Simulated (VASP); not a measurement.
A run of VASP 6.6.1 is set up as follows.

The input INCAR:

```
ALGO = Normal ; EDIFF = 1E-6
ENCUT = 520 ; GGA = PE
ISIF = 2 ; ISMEAR = 0
LASPH = T ; LCHARG = T
LELF = T ; LREAL = F
LVHAR = T ; LWAVE = F
NBANDS = 16 ; NELM = 100
PREC = Accurate ; SIGMA = 0.05
```

KPOINTS

```
k-points
0
Gamma
  12 12 6
```

The input POSCAR:

```
SiC
1.0
    3.1791678455      0.0000000000      0.0000000000
   -1.5895839227      2.7532401171      0.0000000000
    0.0000000000      0.0000000000      4.7995896963
Si C
2 2
Direct
    0.3333333333      0.6666666667      0.0045639005
    0.6666666667      0.3333333333      0.5045639005
    0.3333333333      0.6666666667      0.3804360995
    0.6666666667      0.3333333333      0.8804360995
```

Potentials or basis: VASP PAW PBE potentials, release 64 (Si, C).

The run is started by

```bash
$ cat potpaw_PBE.64/Si/POTCAR potpaw_PBE.64/C/POTCAR > POTCAR
$ mpirun -np 1 vasp_std > vasp.out
```

Question: Predict the pressure.

Answer: 1.8 GPa.

Question: What does it give for the largest force?

Answer: 1.124 eV/Å.

Question: What does it give for the band gap on the k mesh?

Answer: 2.03 eV, indirect (least direct gap 3.14 eV).

Stress tensor (GPa, compression positive):
```
-14.19   0.00   0.00
  0.00 -14.19   0.00
  0.00   0.00  33.63
```

Caveat: forces of over 1 eV/Å act on the atoms, so gaps and moduli don't describe the material at rest. A k mesh can miss the band edges.
